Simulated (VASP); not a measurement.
# C (Fd-3m) in VASP: notebook

The runs below take C through single point, relaxation of cell and atoms, with PBE.

Program: VASP 6.6.1. These are calculated values, not measurements. Logs are shortened: lines on timing, memory, paths and dates and some standing lists are left out, and cuts for length are marked.

### Step 1. The cell of the first run

Symmetry: Fd-3m, No. 227, cubic system. Conventional cell: a = 3.571 Å, b = 3.571 Å, c = 3.571 Å, α = 90.00°, β = 90.00°, γ = 90.00°. C (site symmetry -43m) has 4 C at 1.55 Å within 2.1 Å.

### Step 2. Single point, PBE

INCAR reads:

```
SYSTEM = C
PREC = Accurate
ENCUT = 520
EDIFF = 1E-6
ISMEAR = 0
SIGMA = 0.02
LREAL = .FALSE.
LASPH = .TRUE.
NELM = 60
ALGO = Normal
ISIF = 2
LWAVE = .FALSE.
LCHARG = .FALSE.
GGA = PE
NBANDS = 11
```

KPOINTS reads:

```
regular mesh
0
G
  12 12 12
  0 0 0
```

POSCAR reads:

```
C
1.0
    0.0000000000      1.7857368523      1.7857368523
    1.7857368523      0.0000000000      1.7857368523
    1.7857368523      1.7857368523      0.0000000000
C
2
Direct
    0.5000000000      0.5000000000      0.5000000000
    0.7500000000      0.7500000000      0.7500000000
```

Potentials or basis: VASP PAW PBE potentials, release 64 (C).

Run with:

```console
$ cat potpaw_PBE.64/C/POTCAR > POTCAR
$ mpirun -np 1 vasp_std > vasp.out
```

OUTCAR:

```text
SYSTEM = C
   PREC = Accurate
   ENCUT = 520
   EDIFF = 1E-6
   ISMEAR = 0
   LREAL = .FALSE.
   LASPH = .TRUE.
   NELM = 60
   ISIF = 2
   GGA = PE

 ion  position               nearest neighbor table
   1  0.500  0.500  0.500-   2 1.55   2 1.55   2 1.55   2 1.55
   2  0.750  0.750  0.750-   1 1.55   1 1.55   1 1.55   1 1.55

  LATTYP: Found a face centered cubic cell.
 ALAT       =     3.5714737046

  Lattice vectors:

 A1 = (   0.0000000000,   1.7857368523,   1.7857368523)
 A2 = (   1.7857368523,   0.0000000000,   1.7857368523)
 A3 = (   1.7857368523,   1.7857368523,   0.0000000000)

Analysis of symmetry for initial positions (statically):
=====================================================================
 Subroutine PRICEL returns:
 Original cell was already a primitive cell.

 Routine SETGRP: Setting up the symmetry group for a
 face centered cubic supercell.

 Subroutine GETGRP returns: Found 48 space group operations
 (whereof 24 operations were pure point group operations)
 out of a pool of 48 trial point group operations.

The static configuration has the point symmetry T_d .
 The point group associated with its full space group is O_h .

Analysis of symmetry for dynamics (positions and initial velocities):
=====================================================================
 Subroutine PRICEL returns:
 Original cell was already a primitive cell.

 Routine SETGRP: Setting up the symmetry group for a
 face centered cubic supercell.

 Subroutine GETGRP returns: Found 48 space group operations
 (whereof 24 operations were pure point group operations)
 out of a pool of 48 trial point group operations.

The dynamic configuration has the point symmetry T_d .
 The point group associated with its full space group is O_h .

 Subroutine INISYM returns: Found 48 space group operations
 (whereof 24 operations are pure point group operations),
 and found     1 'primitive' translations

----------------------------------------------------------------------------------------

                                     Primitive cell

  volume of cell :      11.3889

  direct lattice vectors                    reciprocal lattice vectors
     0.000000000  1.785736852  1.785736852    -0.279996462  0.279996462  0.279996462
     1.785736852  0.000000000  1.785736852     0.279996462 -0.279996462  0.279996462
     1.785736852  1.785736852  0.000000000     0.279996462  0.279996462 -0.279996462

  length of vectors
     2.525413275  2.525413275  2.525413275     0.484968097  0.484968097  0.484968097

  position of ions in fractional coordinates (direct lattice)
     0.500000000  0.500000000  0.500000000
     0.750000000  0.750000000  0.750000000

  ion indices of the primitive-cell ions
   primitive index   ion index
                 1           1
                 2           2

----------------------------------------------------------------------------------------

 KPOINTS: regular mesh

Automatic generation of k-mesh.
 Grid dimensions read from file:
 generate k-points for:   12   12   12

 Generating k-lattice:

  Cartesian coordinates                     Fractional coordinates (reciprocal lattice)
    -0.023333038  0.023333038  0.023333038     0.083333333  0.000000000  0.000000000
     0.023333038 -0.023333038  0.023333038     0.000000000  0.083333333  0.000000000
     0.023333038  0.023333038 -0.023333038     0.000000000  0.000000000  0.083333333

  Length of vectors
     0.040414008  0.040414008  0.040414008

  Shift w.r.t. Gamma in fractional coordinates (k-lattice)
     0.000000000  0.000000000  0.000000000

 Subroutine IBZKPT returns following result:
 ===========================================

 Found     72 irreducible k-points:

 Following reciprocal coordinates:
            Coordinates               Weight
  0.000000  0.000000  0.000000      1.000000
  0.083333  0.000000  0.000000      8.000000
  0.166667  0.000000  0.000000      8.000000
  0.250000  0.000000  0.000000      8.000000
  0.333333  0.000000  0.000000      8.000000
  0.416667  0.000000  0.000000      8.000000
[... 16 lines left out ...]
  0.500000  0.166667  0.000000     24.000000
 -0.416667  0.166667  0.000000     24.000000
 [... further k-points ...]
   k-points           NKPTS =     72   k-points in BZ     NKDIM =     72   number of bands    NBANDS=     11
   number of dos      NEDOS =    301   number of ions     NIONS =      2
   total plane-waves  NPLWV =   8000
   dimension x,y,z NGX =    20 NGY =   20 NGZ =   20
   dimension x,y,z NGXF=    40 NGYF=   40 NGZF=   40
   ions per type =               2
   NGX,Y,Z   is equivalent  to a cutoff of  13.17, 13.17, 13.17 a.u.
   NGXF,Y,Z  is equivalent  to a cutoff of  26.33, 26.33, 26.33 a.u.
 SYSTEM =  C
   PREC   = accura    normal or accurate (medium, high low for compatibility)
   ISTART =      0    job   : 0-new  1-cont  2-samecut
   ICHARG =      2    charge: 1-file 2-atom 10-const
   ISPIN  =      1    spin polarized calculation?
   LNONCOLLINEAR =      F non collinear calculations
   LSORBIT =      F    spin-orbit coupling
   LASPH  =      T    aspherical Exc in radial PAW
   ENCUT  =  520.0 eV  38.22 Ry    6.18 a.u.   4.70  4.70  4.70*2*pi/ulx,y,z
   NELM   =     60;   NELMIN=  2; NELMDL= -5     # of ELM steps
   EDIFF  = 0.1E-05   stopping-criterion for ELM
   LREAL  =      F    real-space projection
   EDIFFG = 0.1E-04   stopping-criterion for IOM
   NSW    =      0    number of steps for IOM
   IBRION =     -1    ionic relax: 0-MD 1-quasi-New 2-CG
   NFREE  =      0    steps in history (QN), initial steepest desc. (CG)
   ISIF   =      2    stress and relaxation
   ISYM   =      2    0-nonsym 1-usesym 2-fastsym
   POTIM  = 0.5000    time-step for ionic-motion
   TEBEG  =    0.0;   TEEND  =   0.0 temperature during run
   PSTRESS=    0.0 pullay stress
   NELECT =       8.0000    total number of electrons
   NUPDOWN=      -1.0000    fix difference up-down
   EMIN   =  10.00;   EMAX   =-10.00  energy-range for DOS
   EFERMI =   0.00;   METHOD = LEGACY
   ISMEAR =     0;   SIGMA  =   0.02  broadening in eV -4-tet -1-fermi 0-gaus
   EFERMI_NEDOS =   21; number of points for ismear=-14 and -15
   IALGO  =     38    algorithm
   IMIX   =      4    mixing-type and parameters
     AMIX     =   0.40;   BMIX     =  1.00
     AMIX_MAG =   1.60;   BMIX_MAG =  1.00
  volume/ion in A,a.u.               =       5.69        38.43
  Fermi-wavevector in a.u.,A,eV,Ry     =   1.455272  2.750064 28.814626  2.117815
  Thomas-Fermi vector in A             =   2.572325
   LORBIT       =      0    0 simple, 1 ext, 2 COOP (PROOUT), +10 PAW based schemes
   GGA     = PE    functional components
   LHFCALC =     F    Hartree Fock is set to
   AEXX    =    0.0000 exact exchange contribution
   IVDW    =     0    specifies the selected vdW correction
   LEPSILON=     F    determine dielectric tensor
   LRPA    =     F    only Hartree local field effects (RPA)
 non-spin polarized calculation
 Gauss-broadening in eV      SIGMA  =   0.02
  energy-cutoff  :      520.00
  volume of cell :       11.39
 maximum number of plane-waves:       331
   NGX =  9   NGY =  9   NGZ =  9

 number of electron       7.9999999 magnetization

 Free energy of the ion-electron system (eV)
  ---------------------------------------------------
  ext. energy  EPLUGINS =         0.00000000
  ---------------------------------------------------
  free energy    TOTEN  =       -18.18576160 eV

  energy without entropy =      -18.18576160  energy(sigma->0) =      -18.18576160

 E-fermi :   9.7760     XC(G=0): -13.2309

 val. band max:        9.6724318479   @ k =   0.0000   0.0000   0.0000
 cond. band min:      13.8165449396   @ k =   0.3333   0.3333   0.0000
 fundamental gap:      4.1441130918
 Fermi energy:         9.7760316001

 k-point     1 :       0.0000    0.0000    0.0000
  band No.  band energies     occupation
      1     -11.7513      2.00000
      2       9.6724      2.00000
      3       9.6724      2.00000
      4       9.6724      2.00000
      5      15.2515      0.00000
      6      15.2515      0.00000
      7      15.2515      0.00000
      8      22.9134      0.00000
      9      28.9155      0.00000
     10      36.1634      0.00000
     11      36.1634      0.00000

 k-point     2 :       0.0833    0.0000    0.0000
  band No.  band energies     occupation
      1     -11.5595      2.00000
      2       8.4503      2.00000
      3       9.3514      2.00000
      4       9.3514      2.00000
      5      15.6725      0.00000
      6      15.6725      0.00000
      7      15.9617      0.00000
      8      23.0816      0.00000
      9      29.2356      0.00000
     10      34.0454      0.00000
     11      34.0454      0.00000

 k-point     3 :       0.1667    0.0000    0.0000
  band No.  band energies     occupation
      1     -10.9864      2.00000
      2       5.9274      2.00000
      3       8.6537      2.00000
      4       8.6537      2.00000
      5      16.5882      0.00000
      6      16.5882      0.00000
      7      17.0407      0.00000
      8      23.5654      0.00000
      9      29.9049      0.00000
     10      32.4540      0.00000
     11      32.4540      0.00000

 k-point     4 :       0.2500    0.0000    0.0000
  band No.  band energies     occupation
      1     -10.0405      2.00000
      2       3.1003      2.00000
      3       7.9337      2.00000
      4       7.9337      2.00000
      5      17.4430      0.00000
      6      17.4430      0.00000
      7      17.7811      0.00000
      8      24.2446      0.00000
      9      30.3329      0.00000
     10      32.0370      0.00000
     11      32.0370      0.00000
[... 239 lines left out ...]
 k-point    22 :       0.4167    0.1667    0.0000
  band No.  band energies     occupation
      1      -7.5912      2.00000
      2      -0.0735      2.00000
      3       5.4145      2.00000
      4       5.6354      2.00000
      5      16.3340      0.00000
      6      20.6341      0.00000
      7      20.7367      0.00000
      8      22.3271      0.00000
      9      30.6983      0.00000
     10      32.0586      0.00000
     11      37.0231      0.00000

 k-point    23 :       0.5000    0.1667    0.0000
  band No.  band energies     occupation
      1      -6.0167      2.00000
      2      -2.3036      2.00000
      3       4.6997      2.00000
      4       5.7221      2.00000
      5      16.7555      0.00000
      6      20.3659      0.00000
      7      20.8489      0.00000
      8      23.9205      0.00000
      9      29.7671      0.00000
     10      33.4188      0.00000
     11      36.2101      0.00000

 k-point    24 :      -0.4167    0.1667    0.0000
  band No.  band energies     occupation
      1      -5.5902      2.00000
      2      -2.8160      2.00000
      3       4.2153      2.00000
      4       6.0987      2.00000
      5      17.1915      0.00000
      6      19.8780      0.00000
      7      20.8267      0.00000
      8      25.0668      0.00000
      9      29.0761      0.00000
     10      33.8162      0.00000
     11      34.1726      0.00000

 [... further k-points ...]
[... 5 lines left out ...]
  --------------------------------------------------------------------------------------
  -------------------------------------------------------------------------------------
  Total        0.0500580      0.0500580      0.0500580      0.0000000     -0.0000000      0.0000000
  in kB        7.0420878      7.0420878      7.0420878      0.0000000     -0.0000000      0.0000000
  external PRESSURE =       7.0420878 kB  Pullay stress =       0.0000000 kB

 VOLUME and BASIS-vectors are now :
 -----------------------------------------------------------------------------
  energy-cutoff  :      520.00
  volume of cell :       11.39
      direct lattice vectors                 reciprocal lattice vectors
     0.000000000  1.785736852  1.785736852    -0.279996462  0.279996462  0.279996462
     1.785736852  0.000000000  1.785736852     0.279996462 -0.279996462  0.279996462
     1.785736852  1.785736852  0.000000000     0.279996462  0.279996462 -0.279996462

 POSITION                                       TOTAL-FORCE (eV/Angst)
 -----------------------------------------------------------------------------------
      1.78574      1.78574      1.78574         0.000000     -0.000000      0.000000
      2.67861      2.67861      2.67861        -0.000000      0.000000     -0.000000
 -----------------------------------------------------------------------------------
    total drift:                                0.000000     -0.000000      0.000000

  FREE ENERGIE OF THE ION-ELECTRON SYSTEM (eV)
  ---------------------------------------------------
  free  energy   TOTEN  =       -18.1857616047 eV

  energy  without entropy=      -18.1857616047  energy(sigma->0) =      -18.18576160
```

Wall time 3.8 s (1 thread of Intel Xeon 6975P-C (Granite Rapids), shared host); peak memory 0.11 GiB.

Results:

| Quantity | Value |
| --- | --- |
| Free energy | -18.1858 eV |
| Pressure | 0.7 GPa |
| Band gap on the k mesh | 4.14 eV, indirect (least direct gap 5.58 eV) |

### Step 3. Single point, PBE

INCAR reads:

```
ALGO = Normal ; EDIFF = 1E-6
ENCUT = 520 ; GGA = PE
ISIF = 2 ; ISMEAR = 0
LASPH = T ; LCHARG = T
LELF = T ; LREAL = F
LVHAR = T ; LWAVE = F
NBANDS = 11 ; NELM = 100
PREC = Accurate ; SIGMA = 0.02
```

KPOINTS reads:

```
k-points
0
Gamma
  12 12 12
```

POSCAR is that of step 2.

Potentials or basis: VASP PAW PBE potentials, release 64 (C).

Run with:

```console
$ cat potpaw_PBE.64/C/POTCAR > POTCAR
$ mpirun -np 1 vasp_std > vasp.out
```

Run time: 3.8 s. Hardware: 1 thread of Intel Xeon 6975P-C (Granite Rapids), shared host; peak memory 0.12 GiB.

Results (log left out):

```
Free energy            : -18.1858 eV
Pressure               : 0.7 GPa
Band gap on the k mesh : 4.14 eV, indirect (least direct gap 5.58 eV)
```

Levels at points of the mesh, in eV from the valence-band top:
| k point | band 1 | band 2 | band 3 | band 4 | band 5 | band 6 | band 7 | band 8 |
| --- | --- | --- | --- | --- | --- | --- | --- | --- |
| (0.00, 0.00, 0.00) | -21.42 | 0.00 | 0.00 | 0.00 | 5.58 | 5.58 | 5.58 | 13.24 |
| (0.50, 0.00, 0.00) | -15.67 | -13.33 | -2.79 | -2.79 | 8.44 | 8.44 | 8.79 | 15.66 |
| (0.50, 0.50, 0.00) | -12.74 | -12.74 | -6.27 | -6.27 | 4.75 | 4.75 | 16.75 | 16.75 |

### Step 4. Relaxation of cell and atoms, PBE

This run uses another cell than the first one, of 5.67 Å³/atom, 0.996 times its volume.

INCAR reads:

```
  ALGO = Normal
  EDIFF = 1E-7
  EDIFFG = -0.005
  ENCUT = 600
  GGA = PE
  IBRION = 2
  ISIF = 3
  ISMEAR = 0
  LASPH = True
  LCHARG = False
  LREAL = False
  LWAVE = False
  NELM = 60
  NSW = 100
  PREC = Accurate
  SIGMA = 0.02
```

KPOINTS is that of step 3.

POSCAR reads:

```
C
1.0
    0.0000000000      1.7833700000      1.7833700000
    1.7833700000      0.0000000000      1.7833700000
    1.7833700000      1.7833700000      0.0000000000
C
2
Direct
    0.5000000000      0.5000000000      0.5000000000
    0.7500000000      0.7500000000      0.7500000000
```

Run with:

```console
$ cat potpaw_PBE.64/C/POTCAR > POTCAR
$ mpirun -np 1 vasp_std > vasp.out
```

Run time: 5.7 s. Hardware: 1 thread of Intel Xeon 6975P-C (Granite Rapids), shared host; peak memory 0.11 GiB.

It converged, with:

| Item | Value |
| --- | --- |
| Free energy | -18.1903 eV |
| Relaxed volume | 5.69 Å³/atom |
| Relaxed cell | a = 2.525 Å, b = 2.525 Å, c = 2.525 Å, α = 60.00°, β = 60.00°, γ = 60.00° |
| Space group after relaxing (to 0.05 Å) | Fd-3m (No. 227) |
| Energy gained by relaxing | 0.1 meV/atom |
| Ionic steps | 3 |
| Pressure after relaxing | 0.0 GPa |
| Band gap on the k mesh | 4.14 eV, indirect (least direct gap 5.58 eV) |

Step by step:
| step | energy change (eV) | largest force (eV/Å) | pressure (GPa) | volume (Å³) |
| --- | --- | --- | --- | --- |
| 1 | 0.0000 | 0.0000 | 1.78 | 11.34 |
| 2 | 0.0001 | 0.0000 | -2.15 | 11.45 |
| 3 | -0.0003 | 0.0000 | 0.01 | 11.39 |

Final structure:
```cif
data_structure
_symmetry_space_group_name_H-M 'P 1'
_symmetry_Int_Tables_number 1
_cell_length_a 2.5255
_cell_length_b 2.5255
_cell_length_c 2.5255
_cell_angle_alpha 60.000
_cell_angle_beta 60.000
_cell_angle_gamma 60.000
_cell_volume 11.39
loop_
_atom_site_label
_atom_site_type_symbol
_atom_site_fract_x
_atom_site_fract_y
_atom_site_fract_z
_atom_site_occupancy
C1 C 0.50000 0.50000 0.50000 1
C2 C 0.75000 0.75000 0.75000 1
```

Levels at points of the mesh, in eV from the valence-band top:
| k point | band 2 | band 3 | band 4 | band 5 | band 6 | band 7 |
| --- | --- | --- | --- | --- | --- | --- |
| (0.00, 0.00, 0.00) | 0.00 | 0.00 | 0.00 | 5.58 | 5.58 | 5.58 |
| (0.50, 0.00, 0.00) | -13.33 | -2.79 | -2.79 | 8.44 | 8.44 | 8.79 |
| (0.50, 0.50, 0.00) | -12.74 | -6.27 | -6.27 | 4.75 | 4.75 | 16.74 |

A k mesh can miss the band edges. PBE gaps usually lie below the measured ones, often by a third to a half.
